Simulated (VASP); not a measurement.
C: relaxation of cell and atoms with PBEsol

The system is C.

```
C
1.0
     3.63500    0.00000    0.00000
     2.80526    2.31165    0.00000
     2.80526    1.00691    2.08083
C
2
Direct
  0.83600 0.83600 0.83600
  0.16400 0.16400 0.16400
```

* Program: VASP 6.6.1
* Task: relaxation of cell and atoms
* Functional: PBEsol
* Potentials or basis: VASP PAW PBE potentials, release 64 (C)
* Cutoff: 600 eV
* k mesh: 8 × 8 × 8
* Occupations: fermi-dirac, width 0.1 eV
* Spin: no spin polarisation
* Dipole correction: no
* Further INCAR settings: ALGO = Normal; EDIFF = 1e-07; IBRION = 2; EDIFFG = -0.01; NSW = 80; ISIF = 3

| Property | Result |
| --- | --- |
| Relaxed volume | 9.28 Å³/atom |
| Relaxed cell | a = 3.817 Å, b = 3.817 Å, c = 3.817 Å, α = 37.60°, β = 37.60°, γ = 37.60° |
| Space group after relaxing (to 0.1 Å) | R-3m (No. 166) |
| Energy gained by relaxing | 13.1 meV/atom |
| Ionic steps | 12 |
| Pressure after relaxing | 0.0 GPa |

The path:
```
step  energy change (eV)  largest force (eV/Å)  pressure (GPa)  volume (Å³)
   1              0.0000                0.8729            1.42        17.48
   2             -0.0136                0.5239           -2.56        17.68
   3             -0.0231                0.0219           -0.92        17.60
   4             -0.0224                0.0525            2.84        17.49
   5             -0.0235                0.0066            0.51        17.56
   6             -0.0238                0.0068            0.48        17.61
   7             -0.0245                0.0076            0.38        17.74
   8             -0.0255                0.0095            0.22        18.01
   9             -0.0262                0.0147           -0.04        18.54
  10             -0.0262                0.0150           -0.05        18.57
  11             -0.0258                0.0895            0.69        18.55
  12             -0.0262                0.0018            0.04        18.57
```

Final structure:
```
C
1.0
     3.81583    0.06281    0.03938
     2.98475    2.37818    0.03938
     2.98475    1.07134    2.12356
C
2
Direct
  0.83335 0.83335 0.83335
  0.16665 0.16665 0.16665
```

Wall time 100 s on 1 thread of Intel(R) Xeon(R) Platinum 8488C (Sapphire Rapids), on a shared host, peak memory 0.16 GiB.

Caveat: this functional lacks dispersion, which binds the layers, so the pressure and a relaxed spacing across them are unreliable; the PAW data sets were made with another functional, which shifts forces and pressure a little. Zero-point motion and thermal expansion aren't in these numbers.
